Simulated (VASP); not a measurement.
# VO2 (P4_2/mnm) in VASP: single point with r2SCAN

Aim: the single point of VO2 with r2SCAN.

Program: VASP 6.6.1. These are calculated values, not measurements. Logs are shortened: lines on timing, memory, paths and dates and some standing lists are left out, and cuts for length are marked.

### Step 1. The cell of the first run

The structure is tetragonal, space group P4_2/mnm (No. 136). Conventional cell: a = 4.530 Å, b = 4.530 Å, c = 2.869 Å, α = 90.00°, β = 90.00°, γ = 90.00°. V (site symmetry mmm) has 6 O at 1.90 to 1.95 Å within 2.5 Å. Within 2.5 Å of O (site symmetry m2m) lie 3 V at 1.90 to 1.95 Å and 1 O at 2.50 Å.

### Step 2. Single point, r2SCAN, collinear spin, ferromagnetic start

File POSCAR:

```
VO2
1.0
    4.5300000000      0.0000000000      0.0000000000
    0.0000000000      4.5300000000      0.0000000000
    0.0000000000      0.0000000000      2.8690000000
V O
2 4
Direct
    0.0000000000      0.0000000000      0.0000000000
    0.5000000000      0.5000000000      0.5000000000
    0.3050000000      0.3050000000      0.0000000000
    0.1950000000      0.8050000000      0.5000000000
    0.6950000000      0.6950000000      0.0000000000
    0.8050000000      0.1950000000      0.5000000000
```

File INCAR.step1:

```
SYSTEM = VO2
  ALGO = Normal
  EDIFF = 1E-5
  ENCUT = 660
  GGA = PE
  GGA_COMPAT = .False.
  ISMEAR = -1
  ISPIN = 2
  LASPH = .True.
  LCHARG = .False.
  LMAXMIX = 4
  LREAL = .False.
  LWAVE = .True.
  MAGMOM = 1 1 0 0 0 0
  NBANDS = 38
  NELM = 200
  PREC = Accurate
  SIGMA = 0.1
```

File INCAR.step2:

```
SYSTEM = VO2
  ALGO = Normal
  EDIFF = 1E-6
  ENCUT = 660
  GGA_COMPAT = .False.
  ISIF = 2
  ISMEAR = -1
  ISPIN = 2
  ISTART = 1
  LASPH = .True.
  LCHARG = .False.
  LMAXMIX = 4
  LMIXTAU = .True.
  LORBIT = 11
  LREAL = .False.
  LWAVE = .False.
  MAGMOM = 1 1 0 0 0 0
  METAGGA = R2SCAN
  NBANDS = 38
  NELM = 200
  PREC = Accurate
  SIGMA = 0.1
```

File KPOINTS:

```
k-points
0
Gamma
  5 5 7
  0 0 0
```

Potentials or basis: VASP PAW PBE potentials, release 64 (V_sv, O).

Launch:

```bash
> cat potpaw_PBE.64/V_sv/POTCAR potpaw_PBE.64/O/POTCAR > POTCAR
> cp INCAR.step1 INCAR
> mpirun -np 1 vasp_std > vasp.out
> cp INCAR.step2 INCAR
> mpirun -np 1 vasp_std > vasp.out
```

OUTCAR:

```text
SYSTEM = VO2
   EDIFF = 1E-6
   ENCUT = 660
   ISIF = 2
   ISMEAR = -1
   ISPIN = 2
   ISTART = 1
   LASPH = .True.
   LORBIT = 11
   LREAL = .False.
   METAGGA = R2SCAN
   NELM = 200
   PREC = Accurate

 ion  position               nearest neighbor table
   1  0.000  0.000  0.000-   4 1.90   6 1.90   4 1.90   6 1.90   5 1.95   3 1.95
   2  0.500  0.500  0.500-   3 1.90   5 1.90   3 1.90   5 1.90   4 1.95   6 1.95
   3  0.305  0.305  0.000-   2 1.90   2 1.90   1 1.95
   4  0.195  0.805  0.500-   1 1.90   1 1.90   2 1.95
   5  0.695  0.695  0.000-   2 1.90   2 1.90   1 1.95
   6  0.805  0.195  0.500-   1 1.90   1 1.90   2 1.95

  LATTYP: Found a simple tetragonal cell.
 ALAT       =     4.5300000000
 C/A-ratio  =     0.6333333333

  Lattice vectors:

 A1 = (   4.5300000000,   0.0000000000,   0.0000000000)
 A2 = (   0.0000000000,   4.5300000000,   0.0000000000)
 A3 = (   0.0000000000,   0.0000000000,   2.8690000000)

Analysis of symmetry for initial positions (statically):
=====================================================================
 Subroutine PRICEL returns:
 Original cell was already a primitive cell.

 Routine SETGRP: Setting up the symmetry group for a
 simple tetragonal supercell.

 Subroutine GETGRP returns: Found 16 space group operations
 (whereof  8 operations were pure point group operations)
 out of a pool of 16 trial point group operations.

The static configuration has the point symmetry D_2h.
 The point group associated with its full space group is D_4h.

Analysis of symmetry for dynamics (positions and initial velocities):
=====================================================================
 Subroutine PRICEL returns:
 Original cell was already a primitive cell.

 Routine SETGRP: Setting up the symmetry group for a
 simple tetragonal supercell.

 Subroutine GETGRP returns: Found 16 space group operations
 (whereof  8 operations were pure point group operations)
 out of a pool of 16 trial point group operations.

The dynamic configuration has the point symmetry D_2h.
 The point group associated with its full space group is D_4h.

Analysis of structural, dynamic, and magnetic symmetry:
=====================================================================
 Subroutine PRICEL returns:
 Original cell was already a primitive cell.

 Routine SETGRP: Setting up the symmetry group for a
 simple tetragonal supercell.

 Subroutine GETGRP returns: Found 16 space group operations
 (whereof  8 operations were pure point group operations)
 out of a pool of 16 trial point group operations.

The overall configuration has the point symmetry D_2h.
[... 144 lines left out ...]

 number of electron      50.0000008 magnetization       1.9998022

 Free energy of the ion-electron system (eV)
  ---------------------------------------------------
  ext. energy  EPLUGINS =         0.00000000
  ---------------------------------------------------
  free energy    TOTEN  =       -68.02056546 eV

  energy without entropy =      -67.92727896  energy(sigma->0) =      -67.97392221

 E-fermi :   6.1113     XC(G=0): -12.5732

 val. band max:        6.0984951968   @ k =   0.2000   0.2000   0.0000
 cond. band min:       6.1203553593   @ k =   0.4000   0.2000   0.2857
 fundamental gap:      0.0218601625
 Fermi energy:         6.1113067723

 spin component 1

 k-point     1 :       0.0000    0.0000    0.0000
  band No.  band energies     occupation
      1     -62.6889      1.00000
      2     -62.6790      1.00000
      3     -35.4377      1.00000
      4     -35.4377      1.00000
      5     -35.3106      1.00000
      6     -35.3106      1.00000
[... 949 lines left out ...]
     36      17.6655      0.00000
     37      19.4777      0.00000
 Fermi energy:         6.1113067723

 spin component 2

 k-point     1 :       0.0000    0.0000    0.0000
  band No.  band energies     occupation
      1     -61.1802      1.00000
      2     -61.1693      1.00000
      3     -34.0339      1.00000
      4     -34.0339      1.00000
      5     -33.8592      1.00000
      6     -33.8360      1.00000
[... 949 lines left out ...]
     36      17.8050      0.00000
     37      19.7604      0.00000
 [bands above 37 left out]

------------------------ aborting loop because EDIFF is reached ----------------------------------------

  FORCE on cell =-STRESS in cart. coord.  units (eV):
  Direction    XX          YY          ZZ          XY          YZ          ZX
  --------------------------------------------------------------------------------------
  -------------------------------------------------------------------------------------
  Total        0.3505726      0.3505726     -0.7470073     -0.0000000      0.0000000      0.0000000
  in kB        9.5402906      9.5402906    -20.3286483     -0.0000000      0.0000000      0.0000000
  external PRESSURE =      -0.4160224 kB  Pullay stress =       0.0000000 kB

 VOLUME and BASIS-vectors are now :
 -----------------------------------------------------------------------------
  energy-cutoff  :      660.00
  volume of cell :       58.87
      direct lattice vectors                 reciprocal lattice vectors
     4.530000000  0.000000000  0.000000000     0.220750552  0.000000000  0.000000000
     0.000000000  4.530000000  0.000000000     0.000000000  0.220750552  0.000000000
     0.000000000  0.000000000  2.869000000     0.000000000  0.000000000  0.348553503

 POSITION                                       TOTAL-FORCE (eV/Angst)
 -----------------------------------------------------------------------------------
      0.00000      0.00000      0.00000         0.000000      0.000000      0.000000
      2.26500      2.26500      1.43450         0.000000      0.000000      0.000000
      1.38165      1.38165      0.00000        -0.292660     -0.292660      0.000000
      0.88335      3.64665      1.43450         0.292660     -0.292660      0.000000
      3.14835      3.14835      0.00000         0.292660      0.292660      0.000000
      3.64665      0.88335      1.43450        -0.292660      0.292660      0.000000
 -----------------------------------------------------------------------------------
    total drift:                                0.000000     -0.000000     -0.000000

  FREE ENERGIE OF THE ION-ELECTRON SYSTEM (eV)
  ---------------------------------------------------
  free  energy   TOTEN  =       -68.0205654572 eV

  energy  without entropy=      -67.9272789578  energy(sigma->0) =      -67.97392221

 total charge

# of ion       s       p       d       tot
------------------------------------------
    1        2.277   6.338   2.862  11.477
    2        2.277   6.338   2.862  11.477
    3        1.574   3.516   0.000   5.090
    4        1.574   3.516   0.000   5.090
    5        1.574   3.516   0.000   5.090
    6        1.574   3.516   0.000   5.090
--------------------------------------------------
tot         10.850  26.740   5.724  43.314

 magnetization (x)

# of ion       s       p       d       tot
------------------------------------------
    1        0.014   0.012   1.092   1.118
    2        0.014   0.012   1.092   1.118
    3       -0.002  -0.081   0.000  -0.083
    4       -0.002  -0.081   0.000  -0.083
    5       -0.002  -0.081   0.000  -0.083
    6       -0.002  -0.081   0.000  -0.083
--------------------------------------------------
tot          0.019  -0.298   2.184   1.905
```

Run time: 3.6 min. Hardware: 1 thread of Intel Xeon 6975P-C (Granite Rapids), shared host; peak memory 0.3 GiB.

What came out:

```
Free energy                                           : -68.0206 eV
Pressure                                              : 0.0 GPa
Largest force                                         : 0.414 eV/Å
Band gap on the k mesh                                : zero (filled and empty bands overlap)
Net moment                                            : 2.00 μB per cell
Site moments                                          : V +1.12; O -0.08 μB
Valence electrons inside the program's atomic spheres : V 11.48; O 5.09
```

Forces in eV/Å, atoms in the order of the input:
```
V    0.000  0.000  0.000
V    0.000  0.000  0.000
O   -0.293 -0.293  0.000
O    0.293 -0.293  0.000
O    0.293  0.293  0.000
O   -0.293  0.293  0.000
```

Stress tensor (GPa, compression positive):
```
 0.95  0.00  0.00
 0.00  0.95  0.00
 0.00  0.00 -2.03
```

Caveat: the PAW data sets were made with another functional, which shifts forces and pressure a little; semilocal functionals often make such compounds metallic where correlation or magnetic order opens a gap, which also shifts bond lengths. With open d or f shells a metallic result of r2SCAN can be an artefact of self-interaction; +U or a hybrid may open a gap.

The gap in the log of VASP goes by the Fermi energy; the results here count the filled bands.